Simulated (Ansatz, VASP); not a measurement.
**ZnPb2N2 in VASP and in Ansatz**

The input INCAR:

```
SYSTEM = ZnPb2N2
ALGO = Normal
EDIFF = 1E-6
ENCUT = 520
GGA = PE
ISIF = 2
ISMEAR = 0
IVDW = 12
LASPH = .True.
LCHARG = .False.
LREAL = .False.
LWAVE = .False.
NBANDS = 33
NELM = 100
PREC = Accurate
SIGMA = 0.05
```

Contents of KPOINTS:

```
k-points
0
Gamma
  9 9 4
  0 0 0
```

POSCAR

```
ZnPb2N2
1.0
    3.3660165362      0.0000000000      0.0000000000
   -1.6830082681      2.9150558299      0.0000000000
    0.0000000000      0.0000000000     11.0384665722
Zn Pb N
1 2 2
Direct
    0.0000000000      0.0000000000      0.5000000000
    0.6666666667      0.3333333333      0.1869330000
    0.3333333333      0.6666666667      0.8130670000
    0.0000000000      0.0000000000      0.6983190000
    0.0000000000      0.0000000000      0.3016810000
```

Input for Ansatz:

```yaml
crystal:
  lattice:
    - [3.3660165362, 0.0, 0.0]
    - [-1.6830082681, 2.9150558299, 0.0]
    - [0.0, 0.0, 11.0384665722]
  atoms:
    - { symbol: Zn, position: [0.0, 0.0, 0.5] }
    - { symbol: Pb, position: [0.6666666667, 0.3333333333, 0.186933] }
    - { symbol: Pb, position: [0.3333333333, 0.6666666667, 0.813067] }
    - { symbol: "N", position: [0.0, 0.0, 0.698319] }
    - { symbol: "N", position: [0.0, 0.0, 0.301681] }
basis:
  ecutwfc: 420
kpoints:
  mp_grid: { grid: [9, 9, 4] }
hamiltonian:
  xc: pbe
  dispersion: d3bj
scf:
  occupations: { method: gaussian, width: 0.05 }
output:
  forces: true
  stress: true
  eigenvalues: true
```

Alike in both runs: task single point; functional PBE; dispersion D3(BJ); k mesh 9 × 9 × 4; occupations gaussian, width 0.05 eV; no spin polarisation.

|  | VASP | Ansatz |
| --- | --- | --- |
| version | VASP 6.6.1 | Ansatz 0.2.0 |
| potentials or method | VASP PAW PBE potentials, release 64 (Zn, Pb_d, N), cutoff 520 eV | scalar-relativistic, plane waves, PAW |
| valence electrons in the cell | 50 | 50 |

Ansatz gave:

| Property | Result |
| --- | --- |
| gap on the k mesh at the Fermi level (eV) | 0.38 |
| least direct gap on the mesh (eV) | 0.45 |
| pressure (GPa) | -3.9 |
| traceless stress, the component that is largest in VASP (GPa) | -18.70 |
| rms of the force components (eV/Å) | 0.639 |

**Question.** What did VASP give for the same quantities?

**Answer.** gap on the k mesh at the Fermi level (eV): 0.37; least direct gap on the mesh (eV): 0.45; pressure (GPa): -3.9; traceless stress, the component that is largest in VASP (GPa): -18.59; rms of the force components (eV/Å): 0.633.

Atom by atom the forces differ by 0.006 eV/Å (rms over components).

Neither program's run includes spin-orbit coupling.
